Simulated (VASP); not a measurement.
# NaCl (Fm-3m) in VASP: settings compared

NaCl is run at these levels: PBE, r2SCAN; tasks: single point.

All numbers are computed with VASP 6.6.1; they aren't measurements. Logs are shortened: lines on timing, memory, paths and dates and some standing lists are left out, and cuts for length are marked.

## Step 1: The cell of the first run

The structure is cubic, space group Fm-3m (No. 225). Conventional cell: a = 5.694 Å, b = 5.694 Å, c = 5.694 Å, α = 90.00°, β = 90.00°, γ = 90.00°. Within 3.8 Å of Na (site symmetry m-3m) lie 6 Cl at 2.85 Å. Cl (site symmetry m-3m) has 6 Na at 2.85 Å within 3.8 Å.

## Step 2: Single point, PBE

INCAR reads:

```
ALGO = Normal ; EDIFF = 1E-7
ENCUT = 520 ; GGA = PE
ISIF = 2 ; ISMEAR = -1
LASPH = T ; LCHARG = T
LELF = T ; LREAL = F
LVHAR = T ; LWAVE = F
NBANDS = 14 ; NELM = 100
PREC = Accurate ; SIGMA = 0.02
```

KPOINTS reads:

```
k-points
0
Gamma
  8 8 8
```

POSCAR reads:

```
NaCl
1.0
    0.0000000000      2.8471503453      2.8471503453
    2.8471503453      0.0000000000      2.8471503453
    2.8471503453      2.8471503453      0.0000000000
Na Cl
1 1
Direct
    0.0000000000      0.0000000000      0.0000000000
    0.5000000000      0.5000000000      0.5000000000
```

Potentials or basis: VASP PAW PBE potentials, release 64 (Na_pv, Cl).

The run is started by

```console
$ cat potpaw_PBE.64/Na_pv/POTCAR potpaw_PBE.64/Cl/POTCAR > POTCAR
$ mpirun -np 1 vasp_std > vasp.out
```

OUTCAR:

```text
EDIFF = 1E-7
   ENCUT = 520
   GGA = PE
   ISIF = 2
   ISMEAR = -1
   LASPH = T
   LREAL = F
   NELM = 100
   PREC = Accurate

 ion  position               nearest neighbor table
   1  0.000  0.000  0.000-
   2  0.500  0.500  0.500-

  LATTYP: Found a face centered cubic cell.
 ALAT       =     5.6943006906

  Lattice vectors:

 A1 = (   0.0000000000,   2.8471503453,   2.8471503453)
 A2 = (   2.8471503453,   0.0000000000,   2.8471503453)
 A3 = (   2.8471503453,   2.8471503453,   0.0000000000)

Analysis of symmetry for initial positions (statically):
=====================================================================
 Subroutine PRICEL returns:
 Original cell was already a primitive cell.

 Routine SETGRP: Setting up the symmetry group for a
 face centered cubic supercell.

 Subroutine GETGRP returns: Found 48 space group operations
 (whereof 48 operations were pure point group operations)
 out of a pool of 48 trial point group operations.

The static configuration has the point symmetry O_h .

Analysis of symmetry for dynamics (positions and initial velocities):
=====================================================================
 Subroutine PRICEL returns:
 Original cell was already a primitive cell.

 Routine SETGRP: Setting up the symmetry group for a
 face centered cubic supercell.

 Subroutine GETGRP returns: Found 48 space group operations
 (whereof 48 operations were pure point group operations)
 out of a pool of 48 trial point group operations.

The dynamic configuration has the point symmetry O_h .

 Subroutine INISYM returns: Found 48 space group operations
 (whereof 48 operations are pure point group operations),
 and found     1 'primitive' translations

----------------------------------------------------------------------------------------

                                     Primitive cell

  volume of cell :      46.1595

  direct lattice vectors                    reciprocal lattice vectors
     0.000000000  2.847150345  2.847150345    -0.175614189  0.175614189  0.175614189
     2.847150345  0.000000000  2.847150345     0.175614189 -0.175614189  0.175614189
     2.847150345  2.847150345  0.000000000     0.175614189  0.175614189 -0.175614189

  length of vectors
     4.026478632  4.026478632  4.026478632     0.304172699  0.304172699  0.304172699

  position of ions in fractional coordinates (direct lattice)
     0.000000000  0.000000000  0.000000000
     0.500000000  0.500000000  0.500000000

  ion indices of the primitive-cell ions
   primitive index   ion index
                 1           1
                 2           2

----------------------------------------------------------------------------------------

 KPOINTS: k-points

Automatic generation of k-mesh.
 Grid dimensions read from file:
 generate k-points for:    8    8    8

 Generating k-lattice:

  Cartesian coordinates                     Fractional coordinates (reciprocal lattice)
    -0.021951774  0.021951774  0.021951774     0.125000000  0.000000000  0.000000000
     0.021951774 -0.021951774  0.021951774     0.000000000  0.125000000  0.000000000
     0.021951774  0.021951774 -0.021951774     0.000000000  0.000000000  0.125000000

  Length of vectors
     0.038021587  0.038021587  0.038021587

  Shift w.r.t. Gamma in fractional coordinates (k-lattice)
     0.000000000  0.000000000  0.000000000

 Subroutine IBZKPT returns following result:
 ===========================================

 Found     29 irreducible k-points:

 Following reciprocal coordinates:
            Coordinates               Weight
  0.000000  0.000000  0.000000      1.000000
  0.125000  0.000000  0.000000      8.000000
  0.250000  0.000000  0.000000      8.000000
  0.375000  0.000000  0.000000      8.000000
  0.500000  0.000000  0.000000      4.000000
  0.125000  0.125000  0.000000      6.000000
[... 16 lines left out ...]
  0.500000  0.250000  0.125000     48.000000
 -0.375000  0.250000  0.125000     24.000000
 [... further k-points ...]
   k-points           NKPTS =     29   k-points in BZ     NKDIM =     29   number of bands    NBANDS=     14
   number of dos      NEDOS =    301   number of ions     NIONS =      2
   total plane-waves  NPLWV =  27000
   dimension x,y,z NGX =    30 NGY =   30 NGZ =   30
   dimension x,y,z NGXF=    60 NGYF=   60 NGZF=   60
   ions per type =               1   1
   NGX,Y,Z   is equivalent  to a cutoff of  12.39, 12.39, 12.39 a.u.
   NGXF,Y,Z  is equivalent  to a cutoff of  24.77, 24.77, 24.77 a.u.
 SYSTEM =  unknown system
   PREC   = accura    normal or accurate (medium, high low for compatibility)
   ISTART =      0    job   : 0-new  1-cont  2-samecut
   ICHARG =      2    charge: 1-file 2-atom 10-const
   ISPIN  =      1    spin polarized calculation?
   LNONCOLLINEAR =      F non collinear calculations
   LSORBIT =      F    spin-orbit coupling
   LASPH  =      T    aspherical Exc in radial PAW
   ENCUT  =  520.0 eV  38.22 Ry    6.18 a.u.   7.49  7.49  7.49*2*pi/ulx,y,z
   NELM   =    100;   NELMIN=  2; NELMDL= -5     # of ELM steps
   EDIFF  = 0.1E-06   stopping-criterion for ELM
   LREAL  =      F    real-space projection
   EDIFFG = 0.1E-05   stopping-criterion for IOM
   NSW    =      0    number of steps for IOM
   IBRION =     -1    ionic relax: 0-MD 1-quasi-New 2-CG
   NFREE  =      0    steps in history (QN), initial steepest desc. (CG)
   ISIF   =      2    stress and relaxation
   ISYM   =      2    0-nonsym 1-usesym 2-fastsym
   POTIM  = 0.5000    time-step for ionic-motion
   TEBEG  =    0.0;   TEEND  =   0.0 temperature during run
   PSTRESS=    0.0 pullay stress
   NELECT =      14.0000    total number of electrons
   NUPDOWN=      -1.0000    fix difference up-down
   EMIN   =  10.00;   EMAX   =-10.00  energy-range for DOS
   EFERMI =   0.00;   METHOD = LEGACY
   ISMEAR =    -1;   SIGMA  =   0.02  broadening in eV -4-tet -1-fermi 0-gaus
   EFERMI_NEDOS =   21; number of points for ismear=-14 and -15
   IALGO  =     38    algorithm
   IMIX   =      4    mixing-type and parameters
     AMIX     =   0.40;   BMIX     =  1.00
     AMIX_MAG =   1.60;   BMIX_MAG =  1.00
  volume/ion in A,a.u.               =      23.08       155.75
  Fermi-wavevector in a.u.,A,eV,Ry     =   1.099927  2.078560 16.460858  1.209839
  Thomas-Fermi vector in A             =   2.236329
   LORBIT       =      0    0 simple, 1 ext, 2 COOP (PROOUT), +10 PAW based schemes
   GGA     = PE    functional components
   LHFCALC =     F    Hartree Fock is set to
   AEXX    =    0.0000 exact exchange contribution
   IVDW    =     0    specifies the selected vdW correction
   LEPSILON=     F    determine dielectric tensor
   LRPA    =     F    only Hartree local field effects (RPA)
 non-spin polarized calculation
  energy-cutoff  :      520.00
  volume of cell :       46.16
 maximum number of plane-waves:      1259
 NGX is ok and might be reduce to    30
   NGX = 15   NGY = 15   NGZ = 15

 number of electron      13.9999992 magnetization

 Free energy of the ion-electron system (eV)
  ---------------------------------------------------
  ext. energy  EPLUGINS =         0.00000000
  ---------------------------------------------------
  free energy    TOTEN  =        -6.77788749 eV

  energy without entropy =       -6.77788749  energy(sigma->0) =       -6.77788749

 E-fermi :  -0.4209     XC(G=0):  -8.0439

 val. band max:       -0.8944044099   @ k =   0.0000   0.0000   0.0000
 cond. band min:       4.1043203413   @ k =   0.0000   0.0000   0.0000
 fundamental gap:      4.9987247512
 Fermi energy:        -0.4209255125

 k-point     1 :       0.0000    0.0000    0.0000
  band No.  band energies     occupation
      1     -21.7697      2.00000
      2     -21.7697      2.00000
      3     -21.7697      2.00000
      4     -13.4902      2.00000
      5      -0.8944      2.00000
      6      -0.8944      2.00000
      7      -0.8944      2.00000
      8       4.1043      0.00000
      9      10.1950      0.00000
     10      10.1950      0.00000
     11      10.1950      0.00000
     12      12.3186      0.00000
     13      12.3186      0.00000
     14      13.8784      0.00000

 k-point     2 :       0.1250    0.0000    0.0000
  band No.  band energies     occupation
      1     -21.7734      2.00000
      2     -21.7699      2.00000
      3     -21.7699      2.00000
      4     -13.4470      2.00000
      5      -1.2464      2.00000
      6      -0.9326      2.00000
      7      -0.9326      2.00000
      8       4.5883      0.00000
      9       9.6496      0.00000
     10      10.3792      0.00000
     11      10.3792      0.00000
     12      12.0450      0.00000
     13      12.0450      0.00000
     14      14.7494      0.00000

 k-point     3 :       0.2500    0.0000    0.0000
  band No.  band energies     occupation
      1     -21.7824      2.00000
      2     -21.7706      2.00000
      3     -21.7706      2.00000
      4     -13.3400      2.00000
      5      -1.9422      2.00000
      6      -1.0220      2.00000
      7      -1.0220      2.00000
      8       5.5611      0.00000
      9       9.0493      0.00000
     10      10.4442      0.00000
     11      10.4442      0.00000
     12      12.2523      0.00000
     13      12.2523      0.00000
     14      14.4944      0.00000
[... 324 lines left out ...]
 k-point    23 :       0.5000    0.2500    0.1250
  band No.  band energies     occupation
      1     -21.7882      2.00000
      2     -21.7764      2.00000
      3     -21.7728      2.00000
      4     -13.1866      2.00000
      5      -2.3589      2.00000
      6      -1.5440      2.00000
      7      -1.2329      2.00000
      8       7.1570      0.00000
      9       8.5701      0.00000
     10       8.9839      0.00000
     11      10.9103      0.00000
     12      12.7121      0.00000
     13      14.9804      0.00000
     14      15.4725      0.00000

 k-point    24 :      -0.3750    0.2500    0.1250
  band No.  band energies     occupation
      1     -21.7901      2.00000
      2     -21.7768      2.00000
      3     -21.7735      2.00000
      4     -13.1515      2.00000
      5      -2.4696      2.00000
      6      -1.6176      2.00000
      7      -1.2836      2.00000
      8       7.3615      0.00000
      9       8.5166      0.00000
     10       9.2548      0.00000
     11      10.7309      0.00000
     12      13.3068      0.00000
     13      14.5287      0.00000
     14      15.5798      0.00000

 [... further k-points ...]

------------------------ aborting loop because EDIFF is reached ----------------------------------------

  FORCE on cell =-STRESS in cart. coord.  units (eV):
  Direction    XX          YY          ZZ          XY          YZ          ZX
  --------------------------------------------------------------------------------------
  -------------------------------------------------------------------------------------
  Total       -0.0034233     -0.0034233     -0.0034233      0.0000000      0.0000000      0.0000000
  in kB       -0.1188202     -0.1188202     -0.1188202      0.0000000      0.0000000      0.0000000
  external PRESSURE =      -0.1188202 kB  Pullay stress =       0.0000000 kB

 VOLUME and BASIS-vectors are now :
 -----------------------------------------------------------------------------
  energy-cutoff  :      520.00
  volume of cell :       46.16
      direct lattice vectors                 reciprocal lattice vectors
     0.000000000  2.847150345  2.847150345    -0.175614189  0.175614189  0.175614189
     2.847150345  0.000000000  2.847150345     0.175614189 -0.175614189  0.175614189
     2.847150345  2.847150345  0.000000000     0.175614189  0.175614189 -0.175614189

 POSITION                                       TOTAL-FORCE (eV/Angst)
 -----------------------------------------------------------------------------------
      0.00000      0.00000      0.00000        -0.000000     -0.000000     -0.000000
      2.84715      2.84715      2.84715         0.000000      0.000000      0.000000
 -----------------------------------------------------------------------------------
    total drift:                               -0.000000      0.000000      0.000000

  FREE ENERGIE OF THE ION-ELECTRON SYSTEM (eV)
  ---------------------------------------------------
  free  energy   TOTEN  =        -6.7778874879 eV

  energy  without entropy=       -6.7778874879  energy(sigma->0) =       -6.77788749
```

Run time: 13 s. Hardware: 1 thread of Intel Xeon 6975P-C (Granite Rapids), shared host; peak memory 0.16 GiB.

Results:

```
Free energy            : -6.7779 eV
Pressure               : 0.0 GPa
Band gap on the k mesh : 5.00 eV
```

Levels at points of the mesh, in eV from the valence-band top:
```csv
k point,band 5,band 6,band 7,band 8,band 9,band 10
"(0.00, 0.00, 0.00)",0.00,0.00,0.00,5.00,11.09,11.09
"(0.50, 0.00, 0.00)",-1.84,-0.25,-0.25,7.22,10.39,10.90
"(0.50, 0.50, 0.00)",-1.58,-0.57,-0.57,7.45,8.10,11.12
```

A k mesh can miss the band edges. Expect the measured gap to be larger: semilocal functionals such as PBE lack the derivative discontinuity.

[end of part 1 of 2]
